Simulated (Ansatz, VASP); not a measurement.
## Two plane-wave programs on GaP

```
Ga P
1.0
     0.00000    2.67089    2.77176
     2.67089    0.00000    2.77176
     2.67089    2.67089    0.00000
Ga P
1 1
Direct
  0.00000 0.00000 0.00000
  0.25000 0.25000 0.25000
```

Change from the starting cell: epitaxial_xy strain -2.0%.

Alike in both runs: task single point; functional r2SCAN; k mesh 8 × 8 × 8; no spin polarisation.

```csv
,VASP,Ansatz
version,VASP 6.6.1,Ansatz 0.2.0
potentials or method,"VASP PAW PBE potentials, release 64 (Ga_d, P)","plane waves, PAW"
plane-wave cutoff (eV),520,500
occupations,"gaussian, width 0.01 eV",fixed
valence electrons in the cell,18,18
```

|  | VASP | Ansatz | Ansatz less VASP |
| --- | --- | --- | --- |
| gap on the k mesh at the Fermi level (eV) | 1.67 | 1.66 | -0.007 |
| pressure (GPa) | 2.1 | 2.2 | +0.05 |
| traceless stress, the component that is largest in VASP (GPa) | -2.18 | -2.18 | +0.009 |

VASP's potentials were made for PBE, not for r2SCAN.
